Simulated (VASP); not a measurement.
# Ag (Im-3m) in VASP: a series of runs

The runs below take Ag through single point, with LDA.

Program: VASP 6.6.1. These are calculated values, not measurements. Logs are shortened: lines on timing, memory, paths and dates and some standing lists are left out, and cuts for length are marked.

### 1 The cell of the first run

Symmetry: Im-3m, No. 229, cubic system. The conventional cell has a = 2.756 Å, b = 2.756 Å, c = 2.756 Å, α = 90.00°, β = 90.00°, γ = 90.00°. Ag (site symmetry m-3m) has 14 Ag at 2.39 to 2.76 Å within 3.2 Å.

### 2 Single point, LDA (volume scaled by 0.65)

Contents of INCAR:

```
PREC     = Accurate       # precision mode
ENCUT    = 520            # plane-wave cutoff, eV
EDIFF    = 1E-7           # SCF threshold, eV
ISMEAR   = -1             # smearing method
SIGMA    = 0.1            # smearing width, eV
LREAL    = F              # projectors in reciprocal space
LASPH    = T              # aspherical terms in the spheres
NELM     = 100            # most SCF steps
ALGO     = Normal         # electronic algorithm
ISIF     = 2              # what is computed and relaxed
LWAVE    = F              # write WAVECAR
LCHARG   = F              # write CHGCAR
GGA      = CA             # functional
NBANDS   = 12             # bands
```

Contents of KPOINTS:

```
Automatic mesh
0
Gamma
  17 17 17
```

Contents of POSCAR:

```
Ag
1.0
   -1.3782453481      1.3782453481      1.3782453481
    1.3782453481     -1.3782453481      1.3782453481
    1.3782453481      1.3782453481     -1.3782453481
Ag
1
Direct
    0.0000000000      0.0000000000      0.0000000000
```

Potentials or basis: VASP PAW LDA potentials, release 64 (Ag).

Launch:

```
$ cat potpaw_LDA.64/Ag/POTCAR > POTCAR
$ mpirun -np 1 vasp_std > vasp.out
```

OUTCAR:

```text
PREC = Accurate
   ENCUT = 520
   EDIFF = 1E-7
   ISMEAR = -1
   LREAL = F
   LASPH = T
   NELM = 100
   ISIF = 2
   GGA = CA

 ion  position               nearest neighbor table
   1  0.000  0.000  0.000-

  LATTYP: Found a body centered cubic cell.
 ALAT       =     2.7564906962

  Lattice vectors:

 A1 = (  -1.3782453481,   1.3782453481,   1.3782453481)
 A2 = (   1.3782453481,  -1.3782453481,   1.3782453481)
 A3 = (   1.3782453481,   1.3782453481,  -1.3782453481)

Analysis of symmetry for initial positions (statically):
=====================================================================
 Subroutine PRICEL returns:
 Original cell was already a primitive cell.

 Routine SETGRP: Setting up the symmetry group for a
 body centered cubic supercell.

 Subroutine GETGRP returns: Found 48 space group operations
 (whereof 48 operations were pure point group operations)
 out of a pool of 48 trial point group operations.

The static configuration has the point symmetry O_h .

Analysis of symmetry for dynamics (positions and initial velocities):
=====================================================================
 Subroutine PRICEL returns:
 Original cell was already a primitive cell.

 Routine SETGRP: Setting up the symmetry group for a
 body centered cubic supercell.

 Subroutine GETGRP returns: Found 48 space group operations
 (whereof 48 operations were pure point group operations)
 out of a pool of 48 trial point group operations.

The dynamic configuration has the point symmetry O_h .

 Subroutine INISYM returns: Found 48 space group operations
 (whereof 48 operations are pure point group operations),
 and found     1 'primitive' translations

----------------------------------------------------------------------------------------

                                     Primitive cell

  volume of cell :      10.4722

  direct lattice vectors                    reciprocal lattice vectors
    -1.378245348  1.378245348  1.378245348     0.000000000  0.362780111  0.362780111
     1.378245348 -1.378245348  1.378245348     0.362780111  0.000000000  0.362780111
     1.378245348  1.378245348 -1.378245348     0.362780111  0.362780111  0.000000000

  length of vectors
     2.387190968  2.387190968  2.387190968     0.513048553  0.513048553  0.513048553

  position of ions in fractional coordinates (direct lattice)
     0.000000000  0.000000000  0.000000000

  ion indices of the primitive-cell ions
   primitive index   ion index
                 1           1

----------------------------------------------------------------------------------------

 KPOINTS: Automatic mesh

Automatic generation of k-mesh.
 Grid dimensions read from file:
 generate k-points for:   17   17   17

 Generating k-lattice:

  Cartesian coordinates                     Fractional coordinates (reciprocal lattice)
     0.000000000  0.021340007  0.021340007     0.058823529  0.000000000  0.000000000
     0.021340007  0.000000000  0.021340007     0.000000000  0.058823529  0.000000000
     0.021340007  0.021340007  0.000000000     0.000000000  0.000000000  0.058823529

  Length of vectors
     0.030179327  0.030179327  0.030179327

  Shift w.r.t. Gamma in fractional coordinates (k-lattice)
     0.000000000  0.000000000  0.000000000

 Subroutine IBZKPT returns following result:
 ===========================================

 Found    165 irreducible k-points:

 Following reciprocal coordinates:
            Coordinates               Weight
  0.000000  0.000000  0.000000      1.000000
  0.058824  0.000000  0.000000     12.000000
  0.117647  0.000000  0.000000     12.000000
  0.176471  0.000000  0.000000     12.000000
  0.235294  0.000000  0.000000     12.000000
  0.294118  0.000000  0.000000     12.000000
[... 16 lines left out ...]
  0.411765  0.117647  0.000000     48.000000
  0.176471  0.176471  0.000000     24.000000
 [... further k-points ...]
   k-points           NKPTS =    165   k-points in BZ     NKDIM =    165   number of bands    NBANDS=     12
   number of dos      NEDOS =    301   number of ions     NIONS =      1
   total plane-waves  NPLWV =   5832
   dimension x,y,z NGX =    18 NGY =   18 NGZ =   18
   dimension x,y,z NGXF=    36 NGYF=   36 NGZF=   36
   ions per type =               1
   NGX,Y,Z   is equivalent  to a cutoff of  12.54, 12.54, 12.54 a.u.
   NGXF,Y,Z  is equivalent  to a cutoff of  25.07, 25.07, 25.07 a.u.
 SYSTEM =  unknown system
   PREC   = accura    normal or accurate (medium, high low for compatibility)
   ISTART =      0    job   : 0-new  1-cont  2-samecut
   ICHARG =      2    charge: 1-file 2-atom 10-const
   ISPIN  =      1    spin polarized calculation?
   LNONCOLLINEAR =      F non collinear calculations
   LSORBIT =      F    spin-orbit coupling
   LASPH  =      T    aspherical Exc in radial PAW
   ENCUT  =  520.0 eV  38.22 Ry    6.18 a.u.   4.44  4.44  4.44*2*pi/ulx,y,z
   NELM   =    100;   NELMIN=  2; NELMDL= -5     # of ELM steps
   EDIFF  = 0.1E-06   stopping-criterion for ELM
   LREAL  =      F    real-space projection
   EDIFFG = 0.1E-05   stopping-criterion for IOM
   NSW    =      0    number of steps for IOM
   IBRION =     -1    ionic relax: 0-MD 1-quasi-New 2-CG
   NFREE  =      0    steps in history (QN), initial steepest desc. (CG)
   ISIF   =      2    stress and relaxation
   ISYM   =      2    0-nonsym 1-usesym 2-fastsym
   POTIM  = 0.5000    time-step for ionic-motion
   TEBEG  =    0.0;   TEEND  =   0.0 temperature during run
   PSTRESS=    0.0 pullay stress
   NELECT =      11.0000    total number of electrons
   NUPDOWN=      -1.0000    fix difference up-down
   EMIN   =  10.00;   EMAX   =-10.00  energy-range for DOS
   EFERMI =   0.00;   METHOD = LEGACY
   ISMEAR =    -1;   SIGMA  =   0.10  broadening in eV -4-tet -1-fermi 0-gaus
   EFERMI_NEDOS =   21; number of points for ismear=-14 and -15
   IALGO  =     38    algorithm
   IMIX   =      4    mixing-type and parameters
     AMIX     =   0.40;   BMIX     =  1.00
     AMIX_MAG =   1.60;   BMIX_MAG =  1.00
  volume/ion in A,a.u.               =      10.47        70.67
  Fermi-wavevector in a.u.,A,eV,Ry     =   1.664150  3.144788 37.679920  2.769396
  Thomas-Fermi vector in A             =   2.750744
   LORBIT       =      0    0 simple, 1 ext, 2 COOP (PROOUT), +10 PAW based schemes
   GGA     = CA    functional components
   LHFCALC =     F    Hartree Fock is set to
   AEXX    =    0.0000 exact exchange contribution
   IVDW    =     0    specifies the selected vdW correction
   LEPSILON=     F    determine dielectric tensor
   LRPA    =     F    only Hartree local field effects (RPA)
 non-spin polarized calculation
  energy-cutoff  :      520.00
  volume of cell :       10.47
 maximum number of plane-waves:       321
 NGX is ok and might be reduce to    18
   NGX =  9   NGY =  9   NGZ =  9

 number of electron      10.9999994 magnetization

 Free energy of the ion-electron system (eV)
  ---------------------------------------------------
  ext. energy  EPLUGINS =         0.00000000
  ---------------------------------------------------
  free energy    TOTEN  =        -1.59872074 eV

  energy without entropy =       -1.59299448  energy(sigma->0) =       -1.59585761

 E-fermi :  17.7179     XC(G=0): -15.6773

 val. band max:       17.5854378861   @ k =   0.2353   0.2353   0.0000
 cond. band min:      17.7480006435   @ k =   0.4118   0.0588   0.0588
 fundamental gap:      0.1625627573
 Fermi energy:        17.7179350933

 k-point     1 :       0.0000    0.0000    0.0000
  band No.  band energies     occupation
      1       5.1109      2.00000
      2       9.6742      2.00000
      3       9.6742      2.00000
      4       9.6742      2.00000
      5      12.6017      2.00000
      6      12.6017      2.00000
      7      35.8785      0.00000
      8      35.8785      0.00000
      9      35.8785      0.00000
     10      48.2512      0.00000
     11      48.2512      0.00000
     12      52.2317      0.00000

 k-point     2 :       0.0588    0.0000    0.0000
  band No.  band energies     occupation
      1       5.2870      2.00000
      2       9.6040      2.00000
      3       9.6765      2.00000
      4       9.8156      2.00000
      5      12.5132      2.00000
      6      12.6067      2.00000
      7      35.9527      0.00000
      8      35.9684      0.00000
      9      36.1342      0.00000
     10      46.8902      0.00000
     11      47.9052      0.00000
     12      51.4879      0.00000

 k-point     3 :       0.1176    0.0000    0.0000
  band No.  band energies     occupation
      1       5.7823      2.00000
      2       9.4072      2.00000
      3       9.6833      2.00000
      4      10.2308      2.00000
      5      12.3099      2.00000
      6      12.6238      2.00000
      7      36.0431      0.00000
      8      36.0525      0.00000
      9      36.8776      0.00000
     10      45.0444      0.00000
     11      46.8423      0.00000
     12      49.8198      0.00000
[... 286 lines left out ...]
 k-point    23 :       0.4118    0.1176    0.0000
  band No.  band energies     occupation
      1       6.8175      2.00000
      2       8.0396      2.00000
      3      12.0354      2.00000
      4      12.4916      2.00000
      5      13.8911      2.00000
      6      18.1430      0.02811
      7      25.6646      0.00000
      8      31.4048      0.00000
      9      35.3968      0.00000
     10      44.2147      0.00000
     11      45.1284      0.00000
     12      48.8268      0.00000

 k-point    24 :       0.1765    0.1765    0.0000
  band No.  band energies     occupation
      1       7.6973      2.00000
      2       8.8514      2.00000
      3       9.4369      2.00000
      4      11.8895      2.00000
      5      12.9753      2.00000
      6      14.1035      2.00000
      7      33.1008      0.00000
      8      33.2747      0.00000
      9      38.9948      0.00000
     10      39.5240      0.00000
     11      45.8124      0.00000
     12      49.9229      0.00000

 [... further k-points ...]
[... 5 lines left out ...]
  --------------------------------------------------------------------------------------
  -------------------------------------------------------------------------------------
  Total       12.5714728     12.5714728     12.5714728      0.0000000     -0.0000000      0.0000000
  in kB     1923.3447843   1923.3447843   1923.3447843      0.0000000     -0.0000000      0.0000000
  external PRESSURE =    1923.3447843 kB  Pullay stress =       0.0000000 kB

 VOLUME and BASIS-vectors are now :
 -----------------------------------------------------------------------------
  energy-cutoff  :      520.00
  volume of cell :       10.47
      direct lattice vectors                 reciprocal lattice vectors
    -1.378245348  1.378245348  1.378245348     0.000000000  0.362780111  0.362780111
     1.378245348 -1.378245348  1.378245348     0.362780111  0.000000000  0.362780111
     1.378245348  1.378245348 -1.378245348     0.362780111  0.362780111  0.000000000

 POSITION                                       TOTAL-FORCE (eV/Angst)
 -----------------------------------------------------------------------------------
      0.00000      0.00000      0.00000        -0.000000      0.000000      0.000000
 -----------------------------------------------------------------------------------
    total drift:                                0.000000     -0.000000      0.000000

  FREE ENERGIE OF THE ION-ELECTRON SYSTEM (eV)
  ---------------------------------------------------
  free  energy   TOTEN  =        -1.5987207369 eV

  energy  without entropy=       -1.5929944760  energy(sigma->0) =       -1.59585761
```

Wall time 36 s (1 thread of AMD EPYC 7R13, shared host); peak memory 0.1 GiB.

Results:

* Free energy: -1.5987 eV
* Pressure: 192.3 GPa

(Part 1 of 2 ends here.)
